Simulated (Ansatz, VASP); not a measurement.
**One calculation of SiNi3, two programs**

```
CELL_PARAMETERS angstrom
3.63431 0.00000 0.00000
0.00000 3.63431 0.00000
0.00000 0.00000 3.37471
ATOMIC_POSITIONS crystal
Si 0.00000 0.00000 0.00000
Ni 0.00000 0.50000 0.50000
Ni 0.50000 0.00000 0.50000
Ni 0.50000 0.50000 0.00000
```

Change from the starting cell: strain +0.050 along x and y, -0.025 along z, atoms carried along.

Alike in both runs: task single point; functional PBEsol; k mesh 14 × 14 × 14; occupations gaussian, width 0.15 eV; no spin polarisation.

|  | VASP | Ansatz |
| --- | --- | --- |
| version | VASP 6.6.1 | Ansatz 0.2.0 |
| potentials or method | VASP PAW PBE potentials, release 64 (Si, Ni), cutoff 520 eV | scalar-relativistic, plane waves, PAW |
| valence electrons in the cell | 34 | 58 |

Ansatz gave:

```
gap on the k mesh at the Fermi level (eV)                     : none
pressure (GPa)                                                : -14.3
traceless stress, the component that is largest in VASP (GPa) : 5.93
```

Question: Estimate VASP's values.

Answer: gap on the k mesh at the Fermi level (eV): none; pressure (GPa): -14.1; traceless stress, the component that is largest in VASP (GPa): 5.80.

VASP's potentials were made for PBE, not for PBEsol. A gap of «none» marks a metal or a gap that the smearing closes. With one functional, cell and mesh, what is left measures potentials, basis and numerics. VASP's potentials hold 34 valence electrons a cell and Ansatz's 58, so a difference there can come from the potentials and not from the codes.
